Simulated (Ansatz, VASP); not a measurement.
# One calculation of Pd2PtSe6, two programs

```
CELL_PARAMETERS angstrom
3.79521 -0.00007 -0.00068
-1.89766 3.28614 0.00157
-0.00265 0.00534 15.16049
ATOMIC_POSITIONS crystal
Pd 0.00032 0.00074 0.33734
Pd 0.99949 0.99926 0.66273
Pt 0.00018 0.00000 0.99994
Se 0.33352 0.66638 0.08515
Se 0.33365 0.66711 0.42293
Se 0.33284 0.66571 0.74748
Se 0.66699 0.33431 0.25258
Se 0.66616 0.33287 0.57713
Se 0.66686 0.33361 0.91473
```

Change from the starting cell: cell x1, atoms moved at random (sigma 0.15 Å) and cell strained at random (1.5 %), then relaxed without symmetry.

Alike in both runs: functional PBE; k mesh 6 × 6 × 2; occupations gaussian, width 0.2 eV; no spin polarisation.

Ansatz relaxed the structure, and its values are those at the end. VASP's run is a single point on that final structure, the one shown.

|  | VASP | Ansatz |
| --- | --- | --- |
| version | VASP 6.6.1 | Ansatz 0.2.0 |
| potentials or method | VASP PAW PBE potentials, release 64 (Pd, Pt, Se), cutoff 520 eV | scalar-relativistic, plane waves, PAW |
| valence electrons in the cell | 66 | 150 |

|  | VASP | Ansatz | Ansatz less VASP |
| --- | --- | --- | --- |
| gap on the k mesh at the Fermi level (eV) | none | none | - |
| pressure (GPa) | 0.0 | 0.0 | 0.00 |

A gap of «none» marks a metal or a gap that the smearing closes. VASP's potentials hold 66 valence electrons a cell and Ansatz's 150, so a difference there can come from the potentials and not from the codes.

Spin-orbit coupling is off throughout.
